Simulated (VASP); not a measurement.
# Ir (Fm-3m) in VASP: notebook

Ir is run at these levels: LDA; tasks: single point, relaxation of cell and atoms.

Everything below comes from runs of VASP 6.6.1. Logs are shortened: lines on timing, memory, paths and dates and some standing lists are left out, and cuts for length are marked.

## Step 1: The cell of the first run

It takes space group Fm-3m (No. 225, cubic). Conventional cell: a = 3.787 Å, b = 3.787 Å, c = 3.787 Å, α = 90.00°, β = 90.00°, γ = 90.00°. Ir (site symmetry m-3m) has 12 Ir at 2.68 Å within 3.5 Å.

## Step 2: Single point, LDA (13.58 Å³/atom)

Contents of INCAR:

```
  ALGO = Fast
  EDIFF = 1E-6
  ENCUT = 520
  GGA = CA
  ISIF = 2
  ISMEAR = -1
  LASPH = True
  LCHARG = False
  LREAL = False
  LWAVE = False
  NBANDS = 10
  NELM = 60
  PREC = Accurate
  SIGMA = 0.15
```

Contents of KPOINTS:

```
k-points
0
Gamma
  20 20 20
```

Contents of POSCAR:

```
Ir
1.0
    0.0000000000      1.8936287994      1.8936287994
    1.8936287994      0.0000000000      1.8936287994
    1.8936287994      1.8936287994      0.0000000000
Ir
1
Direct
    0.0000000000      0.0000000000      0.0000000000
```

Potentials or basis: VASP PAW LDA potentials, release 64 (Ir).

Started as:

```sh
> cat potpaw_LDA.64/Ir/POTCAR > POTCAR
> mpirun -np 1 vasp_std > vasp.out
```

OUTCAR:

```text
EDIFF = 1E-6
   ENCUT = 520
   GGA = CA
   ISIF = 2
   ISMEAR = -1
   LASPH = True
   LREAL = False
   NELM = 60
   PREC = Accurate

 ion  position               nearest neighbor table
   1  0.000  0.000  0.000-

  LATTYP: Found a face centered cubic cell.
 ALAT       =     3.7872575988

  Lattice vectors:

 A1 = (   0.0000000000,   1.8936287994,   1.8936287994)
 A2 = (   1.8936287994,   0.0000000000,   1.8936287994)
 A3 = (   1.8936287994,   1.8936287994,   0.0000000000)

Analysis of symmetry for initial positions (statically):
=====================================================================
 Subroutine PRICEL returns:
 Original cell was already a primitive cell.

 Routine SETGRP: Setting up the symmetry group for a
 face centered cubic supercell.

 Subroutine GETGRP returns: Found 48 space group operations
 (whereof 48 operations were pure point group operations)
 out of a pool of 48 trial point group operations.

The static configuration has the point symmetry O_h .

Analysis of symmetry for dynamics (positions and initial velocities):
=====================================================================
 Subroutine PRICEL returns:
 Original cell was already a primitive cell.

 Routine SETGRP: Setting up the symmetry group for a
 face centered cubic supercell.

 Subroutine GETGRP returns: Found 48 space group operations
 (whereof 48 operations were pure point group operations)
 out of a pool of 48 trial point group operations.

The dynamic configuration has the point symmetry O_h .

 Subroutine INISYM returns: Found 48 space group operations
 (whereof 48 operations are pure point group operations),
 and found     1 'primitive' translations

----------------------------------------------------------------------------------------

                                     Primitive cell

  volume of cell :      13.5805

  direct lattice vectors                    reciprocal lattice vectors
     0.000000000  1.893628799  1.893628799    -0.264043301  0.264043301  0.264043301
     1.893628799  0.000000000  1.893628799     0.264043301 -0.264043301  0.264043301
     1.893628799  1.893628799  0.000000000     0.264043301  0.264043301 -0.264043301

  length of vectors
     2.677995530  2.677995530  2.677995530     0.457336414  0.457336414  0.457336414

  position of ions in fractional coordinates (direct lattice)
     0.000000000  0.000000000  0.000000000

  ion indices of the primitive-cell ions
   primitive index   ion index
                 1           1

----------------------------------------------------------------------------------------

 KPOINTS: k-points

Automatic generation of k-mesh.
 Grid dimensions read from file:
 generate k-points for:   20   20   20

 Generating k-lattice:

  Cartesian coordinates                     Fractional coordinates (reciprocal lattice)
    -0.013202165  0.013202165  0.013202165     0.050000000  0.000000000  0.000000000
     0.013202165 -0.013202165  0.013202165     0.000000000  0.050000000  0.000000000
     0.013202165  0.013202165 -0.013202165     0.000000000  0.000000000  0.050000000

  Length of vectors
     0.022866821  0.022866821  0.022866821

  Shift w.r.t. Gamma in fractional coordinates (k-lattice)
     0.000000000  0.000000000  0.000000000

 Subroutine IBZKPT returns following result:
 ===========================================

 Found    256 irreducible k-points:

 Following reciprocal coordinates:
            Coordinates               Weight
  0.000000  0.000000  0.000000      1.000000
  0.050000  0.000000  0.000000      8.000000
  0.100000  0.000000  0.000000      8.000000
  0.150000  0.000000  0.000000      8.000000
  0.200000  0.000000  0.000000      8.000000
  0.250000  0.000000  0.000000      8.000000
[... 16 lines left out ...]
 -0.400000  0.050000  0.000000     24.000000
 -0.350000  0.050000  0.000000     24.000000
 [... further k-points ...]
   k-points           NKPTS =    256   k-points in BZ     NKDIM =    256   number of bands    NBANDS=     10
   number of dos      NEDOS =    301   number of ions     NIONS =      1
   total plane-waves  NPLWV =   8000
   dimension x,y,z NGX =    20 NGY =   20 NGZ =   20
   dimension x,y,z NGXF=    40 NGYF=   40 NGZF=   40
   ions per type =               1
   NGX,Y,Z   is equivalent  to a cutoff of  12.42, 12.42, 12.42 a.u.
   NGXF,Y,Z  is equivalent  to a cutoff of  24.83, 24.83, 24.83 a.u.
 SYSTEM =  unknown system
   PREC   = accura    normal or accurate (medium, high low for compatibility)
   ISTART =      0    job   : 0-new  1-cont  2-samecut
   ICHARG =      2    charge: 1-file 2-atom 10-const
   ISPIN  =      1    spin polarized calculation?
   LNONCOLLINEAR =      F non collinear calculations
   LSORBIT =      F    spin-orbit coupling
   LASPH  =      T    aspherical Exc in radial PAW
   ENCUT  =  520.0 eV  38.22 Ry    6.18 a.u.   4.98  4.98  4.98*2*pi/ulx,y,z
   NELM   =     60;   NELMIN=  2; NELMDL= -5     # of ELM steps
   EDIFF  = 0.1E-05   stopping-criterion for ELM
   LREAL  =      F    real-space projection
   EDIFFG = 0.1E-04   stopping-criterion for IOM
   NSW    =      0    number of steps for IOM
   IBRION =     -1    ionic relax: 0-MD 1-quasi-New 2-CG
   NFREE  =      0    steps in history (QN), initial steepest desc. (CG)
   ISIF   =      2    stress and relaxation
   ISYM   =      2    0-nonsym 1-usesym 2-fastsym
   POTIM  = 0.5000    time-step for ionic-motion
   TEBEG  =    0.0;   TEEND  =   0.0 temperature during run
   PSTRESS=    0.0 pullay stress
   NELECT =       9.0000    total number of electrons
   NUPDOWN=      -1.0000    fix difference up-down
   EMIN   =  10.00;   EMAX   =-10.00  energy-range for DOS
   EFERMI =   0.00;   METHOD = LEGACY
   ISMEAR =    -1;   SIGMA  =   0.15  broadening in eV -4-tet -1-fermi 0-gaus
   EFERMI_NEDOS =   21; number of points for ismear=-14 and -15
   IALGO  =     68    algorithm
   IMIX   =      4    mixing-type and parameters
     AMIX     =   0.40;   BMIX     =  1.00
     AMIX_MAG =   1.60;   BMIX_MAG =  1.00
  volume/ion in A,a.u.               =      13.58        91.65
  Fermi-wavevector in a.u.,A,eV,Ry     =   1.427307  2.697220 27.717872  2.037206
  Thomas-Fermi vector in A             =   2.547491
   LORBIT       =      0    0 simple, 1 ext, 2 COOP (PROOUT), +10 PAW based schemes
   GGA     = CA    functional components
   LHFCALC =     F    Hartree Fock is set to
   AEXX    =    0.0000 exact exchange contribution
   IVDW    =     0    specifies the selected vdW correction
   LEPSILON=     F    determine dielectric tensor
   LRPA    =     F    only Hartree local field effects (RPA)
 non-spin polarized calculation
 RMM-DIIS sequential band-by-band and
  energy-cutoff  :      520.00
  volume of cell :       13.58
 maximum number of plane-waves:       380
   NGX =  9   NGY =  9   NGZ =  9

 number of electron       9.0000001 magnetization

 Free energy of the ion-electron system (eV)
  ---------------------------------------------------
  ext. energy  EPLUGINS =         0.00000000
  ---------------------------------------------------
  free energy    TOTEN  =       -10.34663948 eV

  energy without entropy =      -10.28376944  energy(sigma->0) =      -10.31520446

 E-fermi :  11.0102     XC(G=0): -14.3765

 val. band max:       10.9920111432   @ k =   0.3500   0.0000   0.0000
 cond. band min:      11.0108754358   @ k =   0.3000   0.2000   0.0000
 fundamental gap:      0.0188642925
 Fermi energy:        11.0102111006

 k-point     1 :       0.0000    0.0000    0.0000
  band No.  band energies     occupation
      1      -0.5040      2.00000
      2       6.8789      2.00000
      3       6.8789      2.00000
      4       6.8789      2.00000
      5       9.7853      1.99943
      6       9.7853      1.99943
      7      25.2991      0.00000
      8      31.0839      0.00000
      9      31.0839      0.00000
     10      31.0839      0.00000

 k-point     2 :       0.0500    0.0000    0.0000
  band No.  band energies     occupation
      1      -0.3871      2.00000
      2       6.8145      2.00000
      3       6.9309      2.00000
      4       6.9309      2.00000
      5       9.7500      1.99955
      6       9.7500      1.99955
      7      25.5065      0.00000
      8      30.4619      0.00000
      9      31.2804      0.00000
     10      31.2804      0.00000

 k-point     3 :       0.1000    0.0000    0.0000
  band No.  band energies     occupation
      1      -0.0467      2.00000
      2       6.6446      2.00000
      3       7.0714      2.00000
      4       7.0714      2.00000
      5       9.6666      1.99974
      6       9.6666      1.99974
      7      26.0874      0.00000
      8      29.1859      0.00000
      9      31.8555      0.00000
     10      31.8555      0.00000

 k-point     4 :       0.1500    0.0000    0.0000
  band No.  band energies     occupation
      1       0.4828      2.00000
      2       6.4357      2.00000
      3       7.2477      2.00000
      4       7.2477      2.00000
      5       9.6049      1.99983
      6       9.6049      1.99983
      7      26.8598      0.00000
      8      27.8564      0.00000
      9      32.7676      0.00000
     10      32.7676      0.00000
[... 222 lines left out ...]
 k-point    22 :      -0.4500    0.0500    0.0000
  band No.  band energies     occupation
      1       2.5912      2.00000
      2       6.7056      2.00000
      3       6.8677      2.00000
      4       9.5982      1.99984
      5      11.8461      0.00757
      6      12.5496      0.00007
      7      18.9488      0.00000
      8      25.1232      0.00000
      9      30.8696      0.00000
     10      31.4151      0.00000

 k-point    23 :      -0.4000    0.0500    0.0000
  band No.  band energies     occupation
      1       2.6063      2.00000
      2       6.8017      2.00000
      3       6.9374      2.00000
      4       8.8539      2.00000
      5      11.4280      0.11627
      6      12.2169      0.00064
      7      20.0920      0.00000
      8      25.4908      0.00000
      9      31.2541      0.00000
     10      32.3554      0.00000

 k-point    24 :      -0.3500    0.0500    0.0000
  band No.  band energies     occupation
      1       2.5861      2.00000
      2       6.9522      2.00000
      3       7.0692      2.00000
      4       7.8354      2.00000
      5      10.8605      1.46133
      6      11.7089      0.01879
      7      21.6511      0.00000
      8      26.1959      0.00000
      9      32.0962      0.00000
     10      33.7748      0.00000

 [... further k-points ...]

------------------------ aborting loop because EDIFF is reached ----------------------------------------

  FORCE on cell =-STRESS in cart. coord.  units (eV):
  Direction    XX          YY          ZZ          XY          YZ          ZX
  --------------------------------------------------------------------------------------
  -------------------------------------------------------------------------------------
  Total        0.9668495      0.9668495      0.9668495     -0.0000000      0.0000000      0.0000000
  in kB      114.0656560    114.0656560    114.0656560     -0.0000000      0.0000000      0.0000000
  external PRESSURE =     114.0656560 kB  Pullay stress =       0.0000000 kB

 VOLUME and BASIS-vectors are now :
 -----------------------------------------------------------------------------
  energy-cutoff  :      520.00
  volume of cell :       13.58
      direct lattice vectors                 reciprocal lattice vectors
     0.000000000  1.893628799  1.893628799    -0.264043301  0.264043301  0.264043301
     1.893628799  0.000000000  1.893628799     0.264043301 -0.264043301  0.264043301
     1.893628799  1.893628799  0.000000000     0.264043301  0.264043301 -0.264043301

 POSITION                                       TOTAL-FORCE (eV/Angst)
 -----------------------------------------------------------------------------------
      0.00000      0.00000      0.00000         0.000000     -0.000000     -0.000000
 -----------------------------------------------------------------------------------
    total drift:                                0.000000     -0.000000     -0.000000

  FREE ENERGIE OF THE ION-ELECTRON SYSTEM (eV)
  ---------------------------------------------------
  free  energy   TOTEN  =       -10.3466394764 eV

  energy  without entropy=      -10.2837694404  energy(sigma->0) =      -10.31520446
```

Wall time 43 s (1 thread of Intel Xeon 8259CL, shared host); peak memory 0.15 GiB.

What came out:

```yaml
Free_energy: -10.3466 eV
Pressure: 11.4 GPa
Band_gap_on_the_k_mesh: zero (an odd number of electrons rules out a gap without spin polarisation)
```

Caveat: the cell stands under pressure; spin-orbit coupling is left out, which moves the levels of the heavy elements.

(Part 1 of 2 ends here.)
